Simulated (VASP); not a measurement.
Cs, 2 atoms in the cell. It takes space group Fd-3m (No. 227, cubic). The conventional cell has a = 9.880 Å, b = 9.880 Å, c = 9.880 Å, α = 90.00°, β = 90.00°, γ = 90.00°. Within 5.6 Å of Cs (site symmetry -43m) lie 4 Cs at 4.28 Å. This isn't the form of Cs at room conditions, which is bcc.

| Property | Result |
| --- | --- |
| Program | VASP 6.6.1 |
| Task | single point |
| Functional | LDA |
| Potentials or basis | VASP PAW LDA potentials, release 64 (Cs_sv) |
| Cutoff | 520 eV |
| k mesh | 7 × 7 × 7 |
| Occupations | fermi-dirac, width 0.08 eV |
| Spin | no spin polarisation |
| Dipole correction | no |
| k mesh for the DOS | 11 × 11 × 11 |
| Occupations for the DOS | tetrahedron |
| Further INCAR settings | ALGO = Normal; EDIFF = 1e-06 |

Potentials or basis: VASP PAW LDA potentials, release 64 (Cs_sv).

Launch:

```sh
$ cat potpaw_LDA.64/Cs_sv/POTCAR > POTCAR
$ cp INCAR.step1 INCAR
$ cp KPOINTS.step1 KPOINTS
$ mpirun -np 1 vasp_std > vasp.out
$ cp INCAR.step2 INCAR
$ cp KPOINTS.step2 KPOINTS
$ mpirun -np 1 vasp_std > vasp.out
```

Hardware: 1 thread of Intel(R) Xeon(R) 6975P-C (Granite Rapids), with other jobs on the host.

Problem. Estimate the wall time of this run.

Solution. Run time: 110 s on 1 thread of Intel(R) Xeon(R) 6975P-C (Granite Rapids) (shared host), peak memory 0.34 GiB. Counts: k points 56.
